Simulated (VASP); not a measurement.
CdI2, 3 atoms in the cell. The structure is trigonal, space group P-3m1 (No. 164). The conventional cell has a = 4.035 Å, b = 4.035 Å, c = 6.550 Å, α = 90.00°, β = 90.00°, γ = 120.00°. Within 3.8 Å of Cd (site symmetry -3m) lie 6 I at 2.92 Å. I (site symmetry 3m) has 3 Cd at 2.92 Å and 12 I at 3.83 to 4.22 Å within 4.3 Å.  This cell differs from its parent crystal: strain -5.0%.

```yaml
Program: VASP 6.6.1
Task: single point
Functional: r2SCAN
Potentials_or_basis: VASP PAW PBE potentials, release 64 (Cd, I)
Cutoff: 550 eV
k_mesh: 12 × 12 × 4
Occupations: gaussian, width 0.01 eV
Spin: no spin polarisation
Dipole_correction: no
Further_INCAR_settings: ALGO = Normal; EDIFF = 1e-06; NBANDS = 20
```

Potentials or basis: VASP PAW PBE potentials, release 64 (Cd, I).

Command:

```console
$ cat potpaw_PBE.64/Cd/POTCAR potpaw_PBE.64/I/POTCAR > POTCAR
$ cp INCAR.step1 INCAR
$ mpirun -np 1 vasp_std > vasp.out
$ cp INCAR.step2 INCAR
$ mpirun -np 1 vasp_std > vasp.out
```

Hardware: 1 thread of Oxide Virtual Turin-like Processor, on a shared host.

Problem. Estimate the wall time of this run.

Solution. Wall time 13 min on 1 thread of Oxide Virtual Turin-like Processor (shared host), peak memory 0.28 GiB. Counts: k points 69.
